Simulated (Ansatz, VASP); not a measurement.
## Mg2Ti3O3: VASP beside Ansatz

```xyz
8
Lattice="2.8393 -3.1132 0.0000 2.8393 3.1132 0.0000 0.0000 0.0000 7.7622" Properties=species:S:1:pos:R:3 pbc="T T T"
Mg    1.4197    1.5566    0.0000
Mg    1.4197   -1.5566    0.0000
Ti    0.0000    0.0000    3.8811
Ti    2.8393    0.0000    2.4904
Ti    2.8393    0.0000    5.2717
O     2.8393   -1.2512    3.8811
O     2.8393    1.2512    3.8811
O     0.0000    0.0000    0.0000
```

Alike in both runs: functional PBE; k mesh 8 × 8 × 4; occupations gaussian, width 0.1 eV; no spin polarisation.

Ansatz relaxed the structure, and its values are those at the end. VASP's run is a single point on that final structure, the one shown.

|  | VASP | Ansatz |
| --- | --- | --- |
| version | VASP 6.6.1 | Ansatz 0.2.0 |
| potentials or method | VASP PAW PBE potentials, release 64 (Mg, Ti_sv, O), cutoff 520 eV | scalar-relativistic, plane waves, PAW |
| valence electrons in the cell | 58 | 74 |

Ansatz gave:

* gap on the k mesh at the Fermi level (eV): none
* pressure (GPa): 0.0
* rms of the force components (eV/Å): 0.003

Q: What did VASP give for the same quantities?

A: gap on the k mesh at the Fermi level (eV): none; pressure (GPa): 0.2; rms of the force components (eV/Å): 0.040.

A gap of «none» marks a metal or a gap that the smearing closes. VASP's potentials hold 58 valence electrons a cell and Ansatz's 74, so a difference there can come from the potentials and not from the codes.
